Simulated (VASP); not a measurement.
# As (Im-3m) in VASP: relaxation of cell and atoms with PBE

Aim: the relaxation of cell and atoms of As with PBE.

Everything below comes from runs of VASP 6.6.1. Logs are shortened: lines on timing, memory, paths and dates and some standing lists are left out, and cuts for length are marked.

**1. The cell of the first run**

The structure is cubic, space group Im-3m (No. 229). The conventional cell has a = 2.555 Å, b = 2.555 Å, c = 2.555 Å, α = 90.00°, β = 90.00°, γ = 90.00°. As (site symmetry m-3m) has 14 As at 2.21 to 2.55 Å within 2.9 Å.

This isn't the form of As at room conditions, which is rhombohedral.

**2. Relaxation of cell and atoms, PBE, target pressure 410 GPa, at which the enthalpy is minimised**

Input file INCAR:

```
ALGO     = Normal         # electronic algorithm
EDIFF    = 1E-7           # SCF threshold, eV
EDIFFG   = -0.005         # ionic threshold
ENCUT    = 510            # plane-wave cutoff, eV
GGA      = PE             # functional
GGA_COMPAT= False        
IBRION   = 2              # ionic algorithm
ISIF     = 3              # what is computed and relaxed
ISMEAR   = -1             # smearing method
LASPH    = True           # aspherical terms in the spheres
LCHARG   = False          # write CHGCAR
LREAL    = False          # projectors in reciprocal space
LWAVE    = False          # write WAVECAR
NELM     = 120            # most SCF steps
NELMIN   = 4            
NSW      = 60             # ionic steps
PREC     = Accurate       # precision mode
PSTRESS  = 4100.0       
SIGMA    = 0.1            # smearing width, eV
```

Input file KPOINTS:

```
k-points
0
Gamma
  21 21 21
```

Input file POSCAR:

```
As
1.0
   -1.2774706237      1.2774706237      1.2774706237
    1.2774706237     -1.2774706237      1.2774706237
    1.2774706237      1.2774706237     -1.2774706237
As
1
Direct
    0.0000000000      0.0000000000      0.0000000000
```

Potentials or basis: VASP PAW PBE potentials, release 64 (As_d).

Run with:

```console
$ cat potpaw_PBE.64/As_d/POTCAR > POTCAR
$ mpirun -np 1 vasp_std > vasp.out
```

OUTCAR:

```text
EDIFF = 1E-7
   EDIFFG = -0.005
   ENCUT = 510
   GGA = PE
   IBRION = 2
   ISIF = 3
   ISMEAR = -1
   LASPH = True
   LREAL = False
   NELM = 120
   NELMIN = 4
   NSW = 60
   PREC = Accurate
   PSTRESS = 4100.0

 ion  position               nearest neighbor table
   1  0.000  0.000  0.000-

  LATTYP: Found a body centered cubic cell.
 ALAT       =     2.5549412474

  Lattice vectors:

 A1 = (  -1.2774706237,   1.2774706237,   1.2774706237)
 A2 = (   1.2774706237,  -1.2774706237,   1.2774706237)
 A3 = (   1.2774706237,   1.2774706237,  -1.2774706237)

Analysis of symmetry for initial positions (statically):
=====================================================================
 Subroutine PRICEL returns:
 Original cell was already a primitive cell.

 Routine SETGRP: Setting up the symmetry group for a
 body centered cubic supercell.

 Subroutine GETGRP returns: Found 48 space group operations
 (whereof 48 operations were pure point group operations)
 out of a pool of 48 trial point group operations.

The static configuration has the point symmetry O_h .

Analysis of symmetry for dynamics (positions and initial velocities):
=====================================================================
 Subroutine PRICEL returns:
 Original cell was already a primitive cell.

 Routine SETGRP: Setting up the symmetry group for a
 body centered cubic supercell.

 Subroutine GETGRP returns: Found 48 space group operations
 (whereof 48 operations were pure point group operations)
 out of a pool of 48 trial point group operations.

The dynamic configuration has the point symmetry O_h .

 Subroutine INISYM returns: Found 48 space group operations
 (whereof 48 operations are pure point group operations),
 and found     1 'primitive' translations

----------------------------------------------------------------------------------------

                                     Primitive cell

  volume of cell :       8.3390

  direct lattice vectors                    reciprocal lattice vectors
    -1.277470624  1.277470624  1.277470624     0.000000000  0.391398433  0.391398433
     1.277470624 -1.277470624  1.277470624     0.391398433  0.000000000  0.391398433
     1.277470624  1.277470624 -1.277470624     0.391398433  0.391398433  0.000000000

  length of vectors
     2.212644025  2.212644025  2.212644025     0.553520972  0.553520972  0.553520972

  position of ions in fractional coordinates (direct lattice)
     0.000000000  0.000000000  0.000000000

  ion indices of the primitive-cell ions
   primitive index   ion index
                 1           1

----------------------------------------------------------------------------------------

 KPOINTS: k-points

Automatic generation of k-mesh.
 Grid dimensions read from file:
 generate k-points for:   21   21   21

 Generating k-lattice:

  Cartesian coordinates                     Fractional coordinates (reciprocal lattice)
     0.000000000  0.018638021  0.018638021     0.047619048  0.000000000  0.000000000
     0.018638021  0.000000000  0.018638021     0.000000000  0.047619048  0.000000000
     0.018638021  0.018638021  0.000000000     0.000000000  0.000000000  0.047619048

  Length of vectors
     0.026358142  0.026358142  0.026358142

  Shift w.r.t. Gamma in fractional coordinates (k-lattice)
     0.000000000  0.000000000  0.000000000

 Subroutine IBZKPT returns following result:
 ===========================================

 Found    286 irreducible k-points:

 Following reciprocal coordinates:
            Coordinates               Weight
  0.000000  0.000000  0.000000      1.000000
  0.047619  0.000000  0.000000     12.000000
  0.095238  0.000000  0.000000     12.000000
  0.142857  0.000000  0.000000     12.000000
  0.190476  0.000000  0.000000     12.000000
  0.238095  0.000000  0.000000     12.000000
[... 16 lines left out ...]
  0.142857  0.095238 -0.000000     48.000000
  0.190476  0.095238  0.000000     48.000000
 [... further k-points ...]
   k-points           NKPTS =    286   k-points in BZ     NKDIM =    286   number of bands    NBANDS=     11
   number of dos      NEDOS =    301   number of ions     NIONS =      1
   total plane-waves  NPLWV =   4096
   dimension x,y,z NGX =    16 NGY =   16 NGZ =   16
   dimension x,y,z NGXF=    32 NGYF=   32 NGZF=   32
   ions per type =               1
   NGX,Y,Z   is equivalent  to a cutoff of  12.02, 12.02, 12.02 a.u.
   NGXF,Y,Z  is equivalent  to a cutoff of  24.04, 24.04, 24.04 a.u.
 SYSTEM =  unknown system
   PREC   = accura    normal or accurate (medium, high low for compatibility)
   ISTART =      0    job   : 0-new  1-cont  2-samecut
   ICHARG =      2    charge: 1-file 2-atom 10-const
   ISPIN  =      1    spin polarized calculation?
   LNONCOLLINEAR =      F non collinear calculations
   LSORBIT =      F    spin-orbit coupling
   LASPH  =      T    aspherical Exc in radial PAW
   ENCUT  =  510.0 eV  37.48 Ry    6.12 a.u.   4.07  4.07  4.07*2*pi/ulx,y,z
   NELM   =    120;   NELMIN=  4; NELMDL= -5     # of ELM steps
   EDIFF  = 0.1E-06   stopping-criterion for ELM
   LREAL  =      F    real-space projection
   EDIFFG = -.5E-02   stopping-criterion for IOM
   NSW    =     60    number of steps for IOM
   IBRION =      2    ionic relax: 0-MD 1-quasi-New 2-CG
   NFREE  =      1    steps in history (QN), initial steepest desc. (CG)
   ISIF   =      3    stress and relaxation
   ISYM   =      2    0-nonsym 1-usesym 2-fastsym
   POTIM  = 0.5000    time-step for ionic-motion
   TEBEG  =    0.0;   TEEND  =   0.0 temperature during run
   PSTRESS= 4100.0 pullay stress
   NELECT =      15.0000    total number of electrons
   NUPDOWN=      -1.0000    fix difference up-down
   EMIN   =  10.00;   EMAX   =-10.00  energy-range for DOS
   EFERMI =   0.00;   METHOD = LEGACY
   ISMEAR =    -1;   SIGMA  =   0.10  broadening in eV -4-tet -1-fermi 0-gaus
   EFERMI_NEDOS =   21; number of points for ismear=-14 and -15
   IALGO  =     38    algorithm
   IMIX   =      4    mixing-type and parameters
     AMIX     =   0.40;   BMIX     =  1.00
     AMIX_MAG =   1.60;   BMIX_MAG =  1.00
  volume/ion in A,a.u.               =       8.34        56.27
  Fermi-wavevector in a.u.,A,eV,Ry     =   1.990984  3.762413 53.933703  3.964015
  Thomas-Fermi vector in A             =   3.008761
   LORBIT       =      0    0 simple, 1 ext, 2 COOP (PROOUT), +10 PAW based schemes
   GGA     = PE    functional components
   LHFCALC =     F    Hartree Fock is set to
   AEXX    =    0.0000 exact exchange contribution
   IVDW    =     0    specifies the selected vdW correction
   LEPSILON=     F    determine dielectric tensor
   LRPA    =     F    only Hartree local field effects (RPA)
 conjugate gradient relaxation of ions
 non-spin polarized calculation
  energy-cutoff  :      510.00
  volume of cell :        8.34
 maximum number of plane-waves:       236
   NGX =  9   NGY =  9   NGZ =  9

--------------------------------------- Ionic step        1  -------------------------------------------

 number of electron      14.9999980 magnetization

 Free energy of the ion-electron system (eV)
  ---------------------------------------------------
  ext. energy  EPLUGINS =         0.00000000
  ---------------------------------------------------
  free energy    TOTEN  =         2.22114541 eV

  energy without entropy =        2.22959149  energy(sigma->0) =        2.22536845

------------------------ aborting loop because EDIFF is reached ----------------------------------------

  FORCE on cell =-STRESS in cart. coord.  units (eV):
  Direction    XX          YY          ZZ          XY          YZ          ZX
  --------------------------------------------------------------------------------------
  -------------------------------------------------------------------------------------
  Total       21.1799275     21.1799275     21.1799275      0.0000000     -0.0000000      0.0000000
  in kB     4069.3242373   4069.3242373   4069.3242373      0.0000000     -0.0000000      0.0000000
  external PRESSURE =     -30.6757627 kB  Pullay stress =    4100.0000000 kB
[... 207 lines left out ...]
  enthalpy is  TOTEN    =        23.5605561090 eV   P V=       21.2961758049

--------------------------------------- Ionic step        7  -------------------------------------------

 number of electron      14.9999979 magnetization

 Free energy of the ion-electron system (eV)
  ---------------------------------------------------
  ext. energy  EPLUGINS =         0.00000000
  ---------------------------------------------------
  free energy    TOTEN  =         2.26610517 eV

  energy without entropy =        2.27453880  energy(sigma->0) =        2.27032198

 E-fermi :  15.9908     XC(G=0): -16.5956

 val. band max:       15.9448430997   @ k =   0.1905   0.1429   0.0000
 cond. band min:      16.0689673272   @ k =   0.3810   0.1429   0.0952
 fundamental gap:      0.1241242275
 Fermi energy:        15.9908164074

 k-point     1 :       0.0000    0.0000    0.0000
  band No.  band energies     occupation
      1     -21.9327      2.00000
      2     -21.9327      2.00000
      3     -21.9327      2.00000
      4     -21.5043      2.00000
      5     -21.5043      2.00000
      6     -10.6056      2.00000
      7      32.6666      0.00000
      8      32.6666      0.00000
      9      32.6666      0.00000
     10      35.6175      0.00000
     11      35.6175      0.00000
[... 309 lines left out ...]
 k-point    24 :       0.1905    0.0952    0.0000
  band No.  band energies     occupation
      1     -22.0022      2.00000
      2     -21.9093      2.00000
      3     -21.6032      2.00000
      4     -21.5711      2.00000
      5     -21.5062      2.00000
      6      -7.5467      2.00000
      7      17.1977      0.00001
      8      21.2617      0.00000
      9      25.1676      0.00000
     10      31.0179      0.00000
     11      33.6890      0.00000

 [... further k-points ...]
[... 5 lines left out ...]
  --------------------------------------------------------------------------------------
  -------------------------------------------------------------------------------------
  Total       21.2899401     21.2899401     21.2899401      0.0000000      0.0000000     -0.0000000
  in kB     4099.1316332   4099.1316332   4099.1316332      0.0000000      0.0000000     -0.0000000
  external PRESSURE =      -0.8683668 kB  Pullay stress =    4100.0000000 kB
[... 16 lines left out ...]
  FREE ENERGIE OF THE ION-ELECTRON SYSTEM (eV)
  ---------------------------------------------------
  free  energy   TOTEN  =         2.2661051702 eV

  energy  without entropy=        2.2745387991  energy(sigma->0) =        2.27032198

  enthalpy is  TOTEN    =        23.5605553839 eV   P V=       21.2944502138

 reached required accuracy - stopping structural energy minimisation
```

It took 62 s on 1 thread of AMD EPYC 7R13 (Zen 3), shared host; peak memory 0.11 GiB.

Results:

| Property | Result |
| --- | --- |
| Free energy | 2.2661 eV |
| Relaxed volume | 8.32 Å³/atom |
| Relaxed cell | a = 2.211 Å, b = 2.211 Å, c = 2.211 Å, α = 109.47°, β = 109.47°, γ = 109.47° |
| Space group after relaxing (to 0.1 Å) | Im-3m (No. 229) |
| Energy change on relaxing (the run minimises the enthalpy) | +45.0 meV/atom |
| Ionic steps | 7 |
| Pressure after relaxing | 409.9 GPa |
| Band gap on the k mesh | zero (an odd number of electrons rules out a gap without spin polarisation) |

Step by step:
| step | energy change (eV) | largest force (eV/Å) | pressure (GPa) | volume (Å³) |
| --- | --- | --- | --- | --- |
| 1 | 0.0000 | 0.0000 | 406.93 | 8.34 |
| 2 | 0.5055 | 0.0000 | 440.53 | 8.15 |
| 3 | 0.0449 | 0.0000 | 410.47 | 8.32 |
| 4 | 0.0390 | 0.0000 | 409.64 | 8.32 |
| 5 | 0.0416 | 0.0000 | 409.67 | 8.32 |
| 6 | 0.0432 | 0.0000 | 409.80 | 8.32 |
| 7 | 0.0450 | 0.0000 | 409.91 | 8.32 |

Final structure:
```xyz
1
Lattice="-1.2766 1.2766 1.2766 1.2766 -1.2766 1.2766 1.2766 1.2766 -1.2766" Properties=species:S:1:pos:R:3 pbc="T T T"
As    0.0000    0.0000    0.0000
```

Caveat: the cell is relaxed towards a set pressure, so the run minimises the enthalpy, not the energy; an odd number of electrons without spin polarisation forces a metal; a magnetic or distorted state may lie lower.

The gap in the log of VASP goes by the Fermi energy; the results here count the filled bands.